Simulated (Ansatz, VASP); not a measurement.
## One calculation of Pb, two programs

The input INCAR:

```
SYSTEM = Pb
  PREC = Accurate
  ENCUT = 520
  EDIFF = 1E-6
  ISMEAR = -1
  SIGMA = 0.1
  LREAL = .False.
  LASPH = .True.
  NELM = 100
  ALGO = Normal
  ISIF = 2
  LWAVE = .False.
  LCHARG = .True.
  GGA = B5
  ALDAX = 1.0
  AGGAX = 1.0
  AGGAC = 1.0
  ALDAC = 0.0
  LELF = .True.
  LVHAR = .True.
  NBANDS = 21
```

File KPOINTS:

```
Automatic mesh
0
Gamma
  9 9 9
  0 0 0
```

File POSCAR:

```
Pb
1.0
    0.0000000000      3.6667180976      3.6667180976
    3.6667180976      0.0000000000      3.6667180976
    3.6667180976      3.6667180976      0.0000000000
Pb
2
Direct
    0.1250000000      0.1250000000      0.1250000000
    0.8750000000      0.8750000000      0.8750000000
```

Input for Ansatz:

```yaml
crystal:
  lattice:
    - [0.0, 3.6667180976, 3.6667180976]
    - [3.6667180976, 0.0, 3.6667180976]
    - [3.6667180976, 3.6667180976, 0.0]
  atoms:
    - { symbol: Pb, position: [0.125, 0.125, 0.125] }
    - { symbol: Pb, position: [0.875, 0.875, 0.875] }
hamiltonian:
  xc: blyp
  pseudopotentials:
    kind: paw
    azcp:
      Pb: "pseudopotentials/Pb.paw.azcp"
basis:
  ecutwfc: 420
  fft_grid_basis: typed
kpoints:
  mp_grid: { grid: [9, 9, 9], shift: [0, 0, 0] }
magnetization:
  spin_polarized: false
scf:
  occupations: { method: fermi_dirac, width: 0.1 }
  lower_state_search: "off"
output:
  stress: true
```

Alike in both runs: task single point; functional BLYP; k mesh 9 × 9 × 9; occupations fermi-dirac, width 0.1 eV; no spin polarisation.

|  | VASP | Ansatz |
| --- | --- | --- |
| version | VASP 6.6.1 | Ansatz 0.2.0 |
| potentials or method | VASP PAW PBE potentials, release 64 (Pb_d), cutoff 520 eV | plane waves (420 eV) with PAW, scalar-relativistic |
| valence electrons in the cell | 28 | 28 |

|  | VASP | Ansatz | Ansatz less VASP |
| --- | --- | --- | --- |
| pressure (GPa) | -0.7 | -0.7 | -0.01 |

VASP's potentials were made for PBE, not for BLYP. With one functional, cell and mesh, what is left measures potentials, basis and numerics.

Neither program's run includes spin-orbit coupling.
